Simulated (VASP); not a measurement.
# Ir (Fm-3m) in VASP: elastic constants with LDA+U

Aim: the elastic constants of Ir with LDA+U.

Everything below comes from runs of VASP 6.6.1. Logs are shortened: lines on timing, memory, paths and dates and some standing lists are left out, and cuts for length are marked.

### 1 The cell of the first run

Symmetry: Fm-3m, No. 225, cubic system. Conventional cell: a = 3.831 Å, b = 3.831 Å, c = 3.831 Å, α = 90.00°, β = 90.00°, γ = 90.00°. Within 3.6 Å of Ir (site symmetry m-3m) lie 12 Ir at 2.71 Å.

### 2 Elastic constants, LDA+U

INCAR reads:

```
SYSTEM = Ir
PREC = Accurate ; ENCUT = 500
EDIFF = 1E-8 ; ISMEAR = 1
SIGMA = 0.15 ; LREAL = .False.
LASPH = .True. ; NELM = 200
ALGO = Normal ; ISIF = 3
LWAVE = .False. ; LCHARG = .False.
LMAXMIX = 4 ; LDAU = .True.
LDAUTYPE = 2 ; LDAUL = 2
LDAUU = 2 ; LDAUJ = 0
LDAUPRINT = 1 ; NBANDS = 10
IBRION = 6 ; NFREE = 2
POTIM = 0.015 ; NSW = 1
GGA_COMPAT = .False.
```

KPOINTS reads:

```
regular mesh
0
Gamma
  9 9 9
  0 0 0
```

POSCAR reads:

```
Ir
1.0
    0.0000000000      1.9156000000      1.9156000000
    1.9156000000      0.0000000000      1.9156000000
    1.9156000000      1.9156000000      0.0000000000
Ir
1
Direct
    0.0000000000      0.0000000000      0.0000000000
```

Potentials or basis: VASP PAW LDA potentials, release 64 (Ir).

Launch:

```console
$ cat potpaw_LDA.64/Ir/POTCAR > POTCAR
$ mpirun -np 1 vasp_std > vasp.out
```

OUTCAR:

```text
SYSTEM = Ir
   PREC = Accurate
   ENCUT = 500
   EDIFF = 1E-8
   ISMEAR = 1
   LREAL = .False.
   LASPH = .True.
   NELM = 200
   ISIF = 3
   IBRION = 6
   NFREE = 2
   POTIM = 0.015
   NSW = 1

 ion  position               nearest neighbor table
   1  0.000  0.000  0.000-

  LATTYP: Found a face centered cubic cell.
 ALAT       =     3.8312000000

  Lattice vectors:

 A1 = (   0.0000000000,   1.9156000000,   1.9156000000)
 A2 = (   1.9156000000,   0.0000000000,   1.9156000000)
 A3 = (   1.9156000000,   1.9156000000,   0.0000000000)

Analysis of symmetry for initial positions (statically):
=====================================================================
 Subroutine PRICEL returns:
 Original cell was already a primitive cell.

 Routine SETGRP: Setting up the symmetry group for a
 face centered cubic supercell.

 Subroutine GETGRP returns: Found 48 space group operations
 (whereof 48 operations were pure point group operations)
 out of a pool of 48 trial point group operations.

The static configuration has the point symmetry O_h .

Analysis of symmetry for dynamics (positions and initial velocities):
=====================================================================
 Subroutine PRICEL returns:
 Original cell was already a primitive cell.

 Routine SETGRP: Setting up the symmetry group for a
 face centered cubic supercell.

 Subroutine GETGRP returns: Found 48 space group operations
 (whereof 48 operations were pure point group operations)
 out of a pool of 48 trial point group operations.

The dynamic configuration has the point symmetry O_h .

 Subroutine INISYM returns: Found 48 space group operations
 (whereof 48 operations are pure point group operations),
 and found     1 'primitive' translations

----------------------------------------------------------------------------------------

                                     Primitive cell

  volume of cell :      14.0587

[... 666 lines left out ...]
  o =  0.7639  v =  0.0000  0.0000 -0.9011 -0.0000  0.4336  0.0000  0.0000  0.0000  0.0000  0.0000      0.0000  0.0000  0.0000  0.0000  0.0000  0.0000  0.0000  0.0000  0.0000  0.0000

--------------------------------------- Ionic step       15  -------------------------------------------

 number of electron       9.0000000 magnetization

 Free energy of the ion-electron system (eV)
  ---------------------------------------------------
  ext. energy  EPLUGINS =         0.00000000
  ---------------------------------------------------
  free energy    TOTEN  =        -8.31317486 eV

  energy without entropy =       -8.31410322  energy(sigma->0) =       -8.31348431

 E-fermi :   9.8964     XC(G=0): -14.1664

 val. band max:        9.7511403459   @ k =   0.3333   0.0000   0.0000
 cond. band min:       9.9127405227   @ k =  -0.4444   0.4444   0.1111
 fundamental gap:      0.1616001767
 Fermi energy:         9.8963895623

 k-point     1 :       0.0000    0.0000    0.0000
  band No.  band energies     occupation
      1      -0.7596      2.00000
      2       6.0863      2.00000
      3       6.0863      2.00000
      4       6.0863      2.00000
      5       8.6938      2.00000
      6       8.6938      2.00000
      7      24.7620      0.00000
      8      30.3224      0.00000
      9      30.3224      0.00000
     10      30.3224      0.00000
[... 327 lines left out ...]
  FREE ENERGIE OF THE ION-ELECTRON SYSTEM (eV)
  ---------------------------------------------------
  free  energy   TOTEN  =        -8.3131748580 eV

  energy  without entropy=       -8.3141032200  energy(sigma->0) =       -8.31348431

 INTERNAL STRAIN TENSORS FROM STRAINED CELLS
 ============================================

 INTERNAL STRAIN TENSOR FOR ION    1 for displacements in x,y,z  (eV/Angst):
          X           Y           Z          XY          YZ          ZX
  --------------------------------------------------------------------------------
  x     0.00000    -0.00000    -0.00000     0.00000     0.00000     0.00000
  y     0.00000    -0.00000    -0.00000    -0.00000     0.00000     0.00000
  z     0.00000     0.00000     0.00000    -0.00000    -0.00000     0.00000

 INTERNAL STRAIN TENSORS FROM DISPLACED ATOMS
 ============================================

 INTERNAL STRAIN TENSOR FOR ION    1 for displacements in x,y,z  (eV/Angst):
          X           Y           Z          XY          YZ          ZX
  --------------------------------------------------------------------------------
  x     0.00000     0.00000     0.00000     0.00000     0.00000     0.00000
  y     0.00000     0.00000     0.00000     0.00000     0.00000     0.00000
  z     0.00000     0.00000     0.00000     0.00000     0.00000     0.00000

 Eigenvectors and eigenvalues of the dynamical matrix
 ----------------------------------------------------

   1 f  =    0.000000 THz     0.000000 2PiTHz    0.000000 cm-1     0.000000 meV
             X         Y         Z           dx          dy          dz
      0.000000  0.000000  0.000000     0.196116   -0.980581    0.000000

   2 f  =    0.000000 THz     0.000000 2PiTHz    0.000000 cm-1     0.000000 meV
             X         Y         Z           dx          dy          dz
      0.000000  0.000000  0.000000    -0.980581   -0.196116    0.000000

   3 f  =    0.000000 THz     0.000000 2PiTHz    0.000000 cm-1     0.000000 meV
             X         Y         Z           dx          dy          dz
      0.000000  0.000000  0.000000     0.000000    0.000000    1.000000

--------------------------------------------------------------------------------------------------------

 ELASTIC MODULI CONTR FROM IONIC RELAXATION (kBar)
 Direction    XX          YY          ZZ          XY          YZ          ZX
 --------------------------------------------------------------------------------
 XX           0.0000      0.0000      0.0000      0.0000      0.0000      0.0000
 YY           0.0000      0.0000      0.0000      0.0000      0.0000      0.0000
 ZZ           0.0000      0.0000      0.0000      0.0000      0.0000      0.0000
 XY           0.0000      0.0000      0.0000      0.0000      0.0000      0.0000
 YZ           0.0000      0.0000      0.0000      0.0000      0.0000      0.0000
 ZX           0.0000      0.0000      0.0000      0.0000      0.0000      0.0000
 --------------------------------------------------------------------------------

 TOTAL ELASTIC MODULI (kBar)
 Direction    XX          YY          ZZ          XY          YZ          ZX
 --------------------------------------------------------------------------------
 XX        6395.2549   2187.2337   2187.2337     -0.0000     -0.0000      0.0000
 YY        2187.2337   6395.2549   2187.2337      0.0000     -0.0000      0.0000
 ZZ        2187.2337   2187.2337   6395.2549     -0.0000      0.0000      0.0000
 XY          -0.0000      0.0000     -0.0000   2906.7176      0.0000      0.0000
 YZ          -0.0000     -0.0000      0.0000      0.0000   2906.7176     -0.0000
 ZX           0.0000      0.0000      0.0000      0.0000     -0.0000   2906.7176
 --------------------------------------------------------------------------------
```

OSZICAR:

```text
N       E                     dE             d eps       ncg     rms          rms(c)
DAV:   1     0.476030819379E+02    0.47603E+02   -0.42262E+03   716   0.786E+02
DAV:   2    -0.799498048829E+01   -0.55598E+02   -0.51781E+02   718   0.185E+02
DAV:   3    -0.889214639528E+01   -0.89717E+00   -0.89612E+00   810   0.316E+01
[... 163 lines left out ...]
DAV:   3    -0.831319108199E+01    0.64394E-03   -0.16236E-03   778   0.310E-01    0.136E-02
DAV:   4    -0.831317499619E+01    0.16086E-04   -0.69870E-05   790   0.628E-02    0.482E-03
DAV:   5    -0.831317487972E+01    0.11646E-06   -0.10703E-06   776   0.112E-02    0.156E-03
DAV:   6    -0.831317485879E+01    0.20939E-07   -0.42671E-08   840   0.225E-03    0.492E-04
DAV:   7    -0.831317485800E+01    0.78774E-09   -0.48987E-09   396   0.879E-04
  15 F= -.83131749E+01 E0= -.83134843E+01  d E =0.928362E-03
```

Wall time 98 s (1 thread of AMD EPYC 9R14 (Zen 4), shared host); peak memory 0.14 GiB.

Results:

- Elastic constants C11, C12, C44: 640, 219, 291 GPa
- Voigt bulk modulus: 359 GPa

Elastic tensor in Voigt notation (GPa, in the Cartesian axes of the cell as first typed):
```
640 219 219   0   0   0
219 640 219   0   0   0
219 219 640   0   0   0
  0   0   0 291   0   0
  0   0   0   0 291   0
  0   0   0   0   0 291
```

Eigenvalues of the final occupation matrices:
```
    site  spin  trace               eigenvalues
site 1 d     1   3.60  0.69 0.69 0.69 0.76 0.76
site 1 d     2   3.60  0.69 0.69 0.69 0.76 0.76
```

Clamped-ion elastic tensor (GPa):
```
640 219 219   0   0   0
219 640 219   0   0   0
219 219 640   0   0   0
  0   0   0 291   0   0
  0   0   0   0 291   0
  0   0   0   0   0 291
```

Caveat: the cell is under stress, which shifts elastic constants; spin-orbit coupling is left out, which moves the levels of the heavy elements; the U is typed as a test and isn't derived for this compound.
